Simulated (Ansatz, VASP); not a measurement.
# Two plane-wave programs on Sc3B2P

Contents of INCAR:

```
PREC = Accurate
ENCUT = 600
EDIFF = 1E-6
ISMEAR = 0
SIGMA = 0.1
LREAL = F
LASPH = T
NELM = 100
ALGO = Normal
ISIF = 3
LWAVE = F
LCHARG = F
GGA = PE
IBRION = 2
NSW = 90
EDIFFG = -0.04
```

The input KPOINTS:

```
regular mesh
0
Gamma
  4 4 4
```

Contents of POSCAR:

```
Sc3B2P
1.0
    4.1608263100      0.0000000000      0.0000000000
    0.0000000000      4.1608263100      0.0000000000
    0.0000000000      0.0000000000      6.0650218500
Sc B P
3 2 1
Direct
    0.5000000000      0.5000000000      0.0000000000
    0.0000000000      0.5000000000      0.0000000000
    0.5000000000      0.0000000000      0.0000000000
    0.5000000000      0.5000000000      0.3168124300
    0.5000000000      0.5000000000      0.6831875700
    0.0000000000      0.0000000000      0.0000000000
```

Input for Ansatz:

```yaml
crystal:
  lattice:
    - [4.16082631, 0.0, 0.0]
    - [0.0, 4.16082631, 0.0]
    - [0.0, 0.0, 6.06502185]
  atoms:
    - { symbol: Sc, position: [0.5, 0.5, 0.0] }
    - { symbol: Sc, position: [0.0, 0.5, 0.0] }
    - { symbol: Sc, position: [0.5, 0.0, 0.0] }
    - { symbol: B, position: [0.5, 0.5, 0.31681243] }
    - { symbol: B, position: [0.5, 0.5, 0.68318757] }
    - { symbol: P, position: [0.0, 0.0, 0.0] }
basis:
  ecutwfc: 420
kpoints:
  mp_grid: { grid: [4, 4, 4] }
hamiltonian:
  xc: pbe
scf:
  occupations: { method: gaussian, width: 0.1 }
  lower_state_search: "off"
output:
  forces: true
  stress: true
  eigenvalues: true
relax:
  adjacent_minimum: "off"
  f_tol: 0.04
  max_steps: 70
  cell: { stress_tol: 0.4 }
```

Alike in both runs: task relaxation of cell and atoms; functional PBE; k mesh 4 × 4 × 4; occupations gaussian, width 0.1 eV; no spin polarisation.

|  | VASP | Ansatz |
| --- | --- | --- |
| version | VASP 6.6.1 | Ansatz 0.2.0 |
| potentials or method | VASP PAW PBE potentials, release 64 (Sc_sv, B, P), cutoff 600 eV | scalar-relativistic, plane waves, PAW |
| valence electrons in the cell | 44 | 44 |

```csv
,VASP,Ansatz,Ansatz less VASP
"gap on the k mesh at the Fermi level, each at its own relaxed structure (eV)",none,none,-
relaxed volume (Å³/atom),27.84,27.62,-0.224
relaxed cell length with the largest relative difference (Å),5.262,5.243,-0.0185
```

A gap of «none» marks a metal or a gap that the smearing closes.

The k mesh is coarse, so the values compare programs but aren't converged. Noted on VASP's run: the volume moved by over 15 % at a fixed basis, so the end points are rough.
